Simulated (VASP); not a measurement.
# PtSe2 (C2/m) in VASP: single point with PBEsol

Aim: the single point of PtSe2 with PBEsol.

Everything below comes from runs of VASP 6.6.1. Logs are shortened: lines on timing, memory, paths and dates and some standing lists are left out, and cuts for length are marked.

## Step 1: The cell of the first run

The structure is monoclinic, space group C2/m (No. 12). Conventional cell: a = 6.837 Å, b = 3.724 Å, c = 5.062 Å, α = 90.00°, β = 90.00°, γ = 90.00°. Pt (site symmetry 2/m) has 6 Se at 2.52 to 2.61 Å within 3.3 Å. Se (site symmetry m) has 3 Pt at 2.52 to 2.61 Å and 6 Se at 3.34 to 3.41 Å within 3.5 Å.

## Step 2: Single point, PBEsol (strain +0.0600 x Voigt [0, 1, 0, 0, 0, 0])

The input, INCAR:

```
SYSTEM = PtSe2
PREC     = Accurate       ! precision mode
ENCUT    = 520            ! plane-wave cutoff, eV
EDIFF    = 1E-6           ! SCF threshold, eV
ISMEAR   = 0              ! smearing method
SIGMA    = 0.15           ! smearing width, eV
LREAL    = .FALSE.        ! projectors in reciprocal space
LASPH    = .TRUE.         ! aspherical terms in the spheres
NELM     = 100            ! most SCF steps
ALGO     = Normal         ! electronic algorithm
ISIF     = 2              ! what is computed and relaxed
LWAVE    = .FALSE.        ! write WAVECAR
LCHARG   = .FALSE.        ! write CHGCAR
GGA      = PS             ! functional
NBANDS   = 18             ! bands
```

The input, KPOINTS:

```
regular mesh
0
G
  12 12 10
  0 0 0
```

The input, POSCAR:

```
PtSe2
1.0
    3.7240006046      0.0000000000      0.0000000000
   -1.8620003023      3.4185838749      0.0000000000
    0.0000000000      0.0000000000      5.0620000000
Pt Se
1 2
Direct
    0.0000000000      0.0000000000      0.0000000000
    0.3333333333      0.6666666667      0.2500000000
    0.6666666667      0.3333333333      0.7500000000
```

Potentials or basis: VASP PAW PBE potentials, release 64 (Pt, Se).

Launch:

```sh
$ cat potpaw_PBE.64/Pt/POTCAR potpaw_PBE.64/Se/POTCAR > POTCAR
$ mpirun -np 1 vasp_std > vasp.out
```

OUTCAR:

```text
SYSTEM = PtSe2
   PREC = Accurate
   ENCUT = 520
   EDIFF = 1E-6
   ISMEAR = 0
   LREAL = .FALSE.
   LASPH = .TRUE.
   NELM = 100
   ISIF = 2
   GGA = PS

 ion  position               nearest neighbor table
   1  0.000  0.000  0.000-   2 2.52   3 2.52   3 2.52   2 2.52   3 2.61   2 2.61
   2  0.333  0.667  0.250-   1 2.52   1 2.52   1 2.61
   3  0.667  0.333  0.750-   1 2.52   1 2.52   1 2.61

  LATTYP: Found a base centered orthorhombic cell.
 ALAT       =     3.7240006046
 B/A-ratio  =     1.8359738560
 C/A-ratio  =     1.3592908642

  Lattice vectors:

 A1 = (   1.8620003023,  -3.4185838749,   0.0000000000)
 A2 = (   1.8620003023,   3.4185838749,   0.0000000000)
 A3 = (   0.0000000000,   0.0000000000,   5.0620000000)

Analysis of symmetry for initial positions (statically):
=====================================================================
 Subroutine PRICEL returns:
 Original cell was already a primitive cell.

 Routine SETGRP: Setting up the symmetry group for a
 base centered orthorhombic supercell.

 Subroutine GETGRP returns: Found  4 space group operations
 (whereof  4 operations were pure point group operations)
 out of a pool of  8 trial point group operations.

The static configuration has the point symmetry C_2h.

Analysis of symmetry for dynamics (positions and initial velocities):
=====================================================================
 Subroutine PRICEL returns:
 Original cell was already a primitive cell.

 Routine SETGRP: Setting up the symmetry group for a
 base centered orthorhombic supercell.

 Subroutine GETGRP returns: Found  4 space group operations
 (whereof  4 operations were pure point group operations)
 out of a pool of  8 trial point group operations.

The dynamic configuration has the point symmetry C_2h.

 Subroutine INISYM returns: Found  4 space group operations
 (whereof  4 operations are pure point group operations),
 and found     1 'primitive' translations

----------------------------------------------------------------------------------------

                                     Primitive cell

  volume of cell :      64.4434

  direct lattice vectors                    reciprocal lattice vectors
     3.724000605  0.000000000  0.000000000     0.268528420  0.146259392  0.000000000
    -1.862000302  3.418583875  0.000000000     0.000000000  0.292518785  0.000000000
     0.000000000  0.000000000  5.062000000     0.000000000  0.000000000  0.197550375

  length of vectors
     3.724000605  3.892783173  5.062000000     0.305776589  0.292518785  0.197550375

  position of ions in fractional coordinates (direct lattice)
     0.000000000  0.000000000  0.000000000
     0.333333333  0.666666667  0.250000000
     0.666666667  0.333333333  0.750000000

  ion indices of the primitive-cell ions
   primitive index   ion index
                 1           1
                 2           2
                 3           3

----------------------------------------------------------------------------------------

 KPOINTS: regular mesh

Automatic generation of k-mesh.
 Grid dimensions read from file:
 generate k-points for:   12   12   10

 Generating k-lattice:

  Cartesian coordinates                     Fractional coordinates (reciprocal lattice)
     0.022377368  0.012188283  0.000000000     0.083333333  0.000000000  0.000000000
     0.000000000  0.024376565  0.000000000     0.000000000  0.083333333  0.000000000
     0.000000000  0.000000000  0.019755038     0.000000000  0.000000000  0.100000000

  Length of vectors
     0.025481382  0.024376565  0.019755038

  Shift w.r.t. Gamma in fractional coordinates (k-lattice)
     0.000000000  0.000000000  0.000000000

 Subroutine IBZKPT returns following result:
 ===========================================

 Found    398 irreducible k-points:

 Following reciprocal coordinates:
            Coordinates               Weight
  0.000000  0.000000  0.000000      1.000000
  0.083333  0.000000  0.000000      4.000000
  0.166667  0.000000  0.000000      4.000000
  0.250000  0.000000  0.000000      4.000000
  0.333333  0.000000  0.000000      4.000000
  0.416667  0.000000  0.000000      4.000000
[... 16 lines left out ...]
  0.333333  0.166667  0.000000      4.000000
  0.416667  0.166667  0.000000      4.000000
 [... further k-points ...]
   k-points           NKPTS =    398   k-points in BZ     NKDIM =    398   number of bands    NBANDS=     18
   number of dos      NEDOS =    301   number of ions     NIONS =      3
   total plane-waves  NPLWV =  33600
   dimension x,y,z NGX =    28 NGY =   30 NGZ =   40
   dimension x,y,z NGXF=    56 NGYF=   60 NGZF=   80
   ions per type =               1   2
   NGX,Y,Z   is equivalent  to a cutoff of  12.50, 12.81, 13.14 a.u.
   NGXF,Y,Z  is equivalent  to a cutoff of  25.00, 25.62, 26.27 a.u.
 SYSTEM =  PtSe2
   PREC   = accura    normal or accurate (medium, high low for compatibility)
   ISTART =      0    job   : 0-new  1-cont  2-samecut
   ICHARG =      2    charge: 1-file 2-atom 10-const
   ISPIN  =      1    spin polarized calculation?
   LNONCOLLINEAR =      F non collinear calculations
   LSORBIT =      F    spin-orbit coupling
   LASPH  =      T    aspherical Exc in radial PAW
   ENCUT  =  520.0 eV  38.22 Ry    6.18 a.u.   6.92  7.24  9.41*2*pi/ulx,y,z
   NELM   =    100;   NELMIN=  2; NELMDL= -5     # of ELM steps
   EDIFF  = 0.1E-05   stopping-criterion for ELM
   LREAL  =      F    real-space projection
   EDIFFG = 0.1E-04   stopping-criterion for IOM
   NSW    =      0    number of steps for IOM
   IBRION =     -1    ionic relax: 0-MD 1-quasi-New 2-CG
   NFREE  =      0    steps in history (QN), initial steepest desc. (CG)
   ISIF   =      2    stress and relaxation
   ISYM   =      2    0-nonsym 1-usesym 2-fastsym
   POTIM  = 0.5000    time-step for ionic-motion
   TEBEG  =    0.0;   TEEND  =   0.0 temperature during run
   PSTRESS=    0.0 pullay stress
   NELECT =      22.0000    total number of electrons
   NUPDOWN=      -1.0000    fix difference up-down
   EMIN   =  10.00;   EMAX   =-10.00  energy-range for DOS
   EFERMI =   0.00;   METHOD = LEGACY
   ISMEAR =     0;   SIGMA  =   0.15  broadening in eV -4-tet -1-fermi 0-gaus
   EFERMI_NEDOS =   21; number of points for ismear=-14 and -15
   IALGO  =     38    algorithm
   IMIX   =      4    mixing-type and parameters
     AMIX     =   0.40;   BMIX     =  1.00
     AMIX_MAG =   1.60;   BMIX_MAG =  1.00
  volume/ion in A,a.u.               =      21.48       144.96
  Fermi-wavevector in a.u.,A,eV,Ry     =   1.144168  2.162163 17.811655  1.309120
  Thomas-Fermi vector in A             =   2.280861
   LORBIT       =      0    0 simple, 1 ext, 2 COOP (PROOUT), +10 PAW based schemes
   GGA     = PS    functional components
   LHFCALC =     F    Hartree Fock is set to
   AEXX    =    0.0000 exact exchange contribution
   IVDW    =     0    specifies the selected vdW correction
   LEPSILON=     F    determine dielectric tensor
   LRPA    =     F    only Hartree local field effects (RPA)
 non-spin polarized calculation
 Gauss-broadening in eV      SIGMA  =   0.15
  energy-cutoff  :      520.00
  volume of cell :       64.44
 maximum number of plane-waves:      1760
   NGX = 13   NGY = 15   NGZ = 19

 number of electron      22.0000001 magnetization

 Free energy of the ion-electron system (eV)
  ---------------------------------------------------
  ext. energy  EPLUGINS =         0.00000000
  ---------------------------------------------------
  free energy    TOTEN  =       -15.80001700 eV

  energy without entropy =      -15.79148528  energy(sigma->0) =      -15.79575114

 E-fermi :   5.5464     XC(G=0): -10.5356

 val. band max:        5.5460729090   @ k =   0.2500   0.3333   0.1000
 cond. band min:       5.5561251861   @ k =   0.0000   0.1667   0.2000
 fundamental gap:      0.0100522770
 Fermi energy:         5.5464489522

 k-point     1 :       0.0000    0.0000    0.0000
  band No.  band energies     occupation
      1      -9.6214      2.00000
      2      -7.0179      2.00000
      3      -1.0494      2.00000
      4      -0.4664      2.00000
      5      -0.4167      2.00000
      6       1.8600      2.00000
[... 10 lines left out ...]
     17      13.2160      0.00000
     18      16.6761      0.00000

 k-point     2 :       0.0833    0.0000    0.0000
  band No.  band energies     occupation
      1      -9.5487      2.00000
      2      -7.0513      2.00000
      3      -0.9588      2.00000
      4      -0.4109      2.00000
      5      -0.3663      2.00000
      6       1.7912      2.00000
[... 10 lines left out ...]
     17      12.9926      0.00000
     18      15.9242      0.00000

 k-point     3 :       0.1667    0.0000    0.0000
  band No.  band energies     occupation
      1      -9.3381      2.00000
      2      -7.1439      2.00000
      3      -0.7018      2.00000
      4      -0.2674      2.00000
      5      -0.2023      2.00000
      6       1.4703      2.00000
[... 10 lines left out ...]
     17      13.3743      0.00000
     18      14.6339      0.00000

 k-point     4 :       0.2500    0.0000    0.0000
  band No.  band energies     occupation
      1      -9.0142      2.00000
      2      -7.2783      2.00000
      3      -0.3675      2.00000
      4      -0.0757      2.00000
      5       0.0930      2.00000
      6       0.7370      2.00000
[... 375 lines left out ...]
      4      -0.0908      2.00000
      5       0.3400      2.00000
      6       0.6024      2.00000
[... 10 lines left out ...]
     17      13.4134      0.00000
     18      14.7500      0.00000

 k-point    23 :       0.3333    0.1667    0.0000
  band No.  band energies     occupation
      1      -8.1961      2.00000
      2      -7.6050      2.00000
      3      -0.8855      2.00000
      4      -0.0086      2.00000
      5       0.6037      2.00000
      6       0.8509      2.00000
[... 10 lines left out ...]
     17      14.5730      0.00000
     18      14.7278      0.00000

 k-point    24 :       0.4167    0.1667    0.0000
  band No.  band energies     occupation
      1      -7.9243      2.00000
      2      -7.7766      2.00000
      3      -1.1507      2.00000
      4       0.0609      2.00000
      5       0.6996      2.00000
      6       0.9556      2.00000
[... 10 lines left out ...]
     17      14.5531      0.00000
     18      15.1955      0.00000

 [... further k-points ...]

------------------------ aborting loop because EDIFF is reached ----------------------------------------

  FORCE on cell =-STRESS in cart. coord.  units (eV):
  Direction    XX          YY          ZZ          XY          YZ          ZX
  --------------------------------------------------------------------------------------
  -------------------------------------------------------------------------------------
  Total       -1.0831049     -3.9090418     -1.4311460      0.0000000     -0.6365469      0.0000000
  in kB      -26.9279308    -97.1857922    -35.5808567      0.0000000    -15.8256979      0.0000000
  external PRESSURE =     -53.2315265 kB  Pullay stress =       0.0000000 kB

 VOLUME and BASIS-vectors are now :
 -----------------------------------------------------------------------------
  energy-cutoff  :      520.00
  volume of cell :       64.44
      direct lattice vectors                 reciprocal lattice vectors
     3.724000605  0.000000000  0.000000000     0.268528420  0.146259392  0.000000000
    -1.862000302  3.418583875  0.000000000     0.000000000  0.292518785  0.000000000
     0.000000000  0.000000000  5.062000000     0.000000000  0.000000000  0.197550375

 POSITION                                       TOTAL-FORCE (eV/Angst)
 -----------------------------------------------------------------------------------
      0.00000      0.00000      0.00000         0.000000      0.000000      0.000000
     -0.00000      2.27906      1.26550         0.000000     -0.153621     -0.253256
      1.86200      1.13953      3.79650         0.000000      0.153621      0.253256
 -----------------------------------------------------------------------------------
    total drift:                               -0.000000     -0.000000     -0.000000

  FREE ENERGIE OF THE ION-ELECTRON SYSTEM (eV)
  ---------------------------------------------------
  free  energy   TOTEN  =       -15.8000170013 eV

  energy  without entropy=      -15.7914852829  energy(sigma->0) =      -15.79575114
```

It took 6.5 min on 1 thread of AMD EPYC 7R43 (Zen 3), shared host; peak memory 0.52 GiB.

What came out:

| Item | Value |
| --- | --- |
| Free energy | -15.8000 eV |
| Pressure | -5.3 GPa |
| Largest force | 0.296 eV/Å |
| Band gap on the k mesh | zero (bands 11 and 12 overlap by 0.60 eV) |

Forces on the atoms (eV/Å):
```
Pt   0.000  0.000  0.000
Se   0.000 -0.154 -0.253
Se   0.000  0.154  0.253
```

Caveat: the cell differs from its parent crystal (strain +0.0600 x Voigt [0, 1, 0, 0, 0, 0]); the cell stands under tension; the PAW data sets were made with another functional, which shifts forces and pressure a little; spin-orbit coupling is left out, which moves the levels of the heavy elements.
